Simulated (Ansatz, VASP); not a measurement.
One calculation of Ta3N, two programs

```
Ta N
1.0
     3.03222    0.00000    0.00000
    -1.51611    2.62598    0.00000
     0.00000    0.00000    7.52414
Ta N
3 1
Direct
  0.66667 0.33333 0.82607
  0.33333 0.66667 0.17393
  0.00000 0.00000 0.50000
  0.00000 0.00000 0.00000
```

Alike in both runs: task single point; functional PBE-based global hybrid with a share of 0.1 of exact exchange; k mesh 6 × 6 × 2; occupations fermi-dirac, width 0.05 eV; no spin polarisation.

|  | VASP | Ansatz |
| --- | --- | --- |
| version | VASP 6.6.1 | Ansatz 0.2.0 |
| potentials or method | VASP PAW PBE potentials, release 64 (Ta_pv, N) | Ansatz PAW |
| plane-wave cutoff (eV) | 520 | 420 |
| valence electrons in the cell | 38 | 44 |

|  | VASP | Ansatz | Ansatz less VASP |
| --- | --- | --- | --- |
| gap on the k mesh at the Fermi level (eV) | none | none | - |
| pressure (GPa) | -2.2 | -1.9 | +0.29 |
| traceless stress, the component that is largest in VASP (GPa) | 4.95 | 4.77 | -0.184 |
| rms of the force components (eV/Å) | 0.095 | 0.115 | +0.0200 |

VASP's potentials were made for PBE, not for PBE-based global hybrid. Atom by atom the forces differ by 0.020 eV/Å (rms over components). A gap of «none» marks a metal or a gap that the smearing closes. VASP's potentials hold 38 valence electrons a cell and Ansatz's 44, so a difference there can come from the potentials and not from the codes.

The k mesh is coarse, so the values compare programs but aren't converged. Neither program's run includes spin-orbit coupling.
